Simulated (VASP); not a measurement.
MgO, 2 atoms in the cell. The structure is tetragonal, space group I4/mmm (No. 139). Conventional cell: a = 2.913 Å, b = 2.913 Å, c = 4.259 Å, α = 90.00°, β = 90.00°, γ = 90.00°. Mg (site symmetry 4/mmm) has 6 O at 2.06 to 2.13 Å within 2.7 Å. O (site symmetry 4/mmm) has 6 Mg at 2.06 to 2.13 Å within 2.7 Å.  This cell differs from its parent crystal: in-plane strain -0.02, then relaxed in part.

| Item | Value |
| --- | --- |
| Program | VASP 6.6.1 |
| Task | single point |
| Functional | r2SCAN |
| Potentials or basis | VASP PAW PBE potentials, release 64 (Mg_sv, O) |
| Cutoff | 920 eV |
| k mesh | 10 × 10 × 10 |
| Occupations | gaussian, width 0.01 eV |
| Spin | no spin polarisation |
| Dipole correction | no |
| Further INCAR settings | ALGO = Normal; EDIFF = 1e-06; NBANDS = 15 |

Potentials or basis: VASP PAW PBE potentials, release 64 (Mg_sv, O).

The run is started by

```console
$ cat potpaw_PBE.64/Mg_sv/POTCAR potpaw_PBE.64/O/POTCAR > POTCAR
$ cp INCAR.step1 INCAR
$ mpirun -np 1 vasp_std > vasp.out
$ cp INCAR.step2 INCAR
$ mpirun -np 1 vasp_std > vasp.out
```

Hardware: 1 thread of AMD EPYC 9R45 96-Core Processor (Zen 5), on a shared host.

Q: Estimate the wall time of this run.

A: Wall time 110 s on 1 thread of AMD EPYC 9R45 96-Core Processor (Zen 5), on a shared host, peak memory 0.18 GiB. Counts: k points 102.
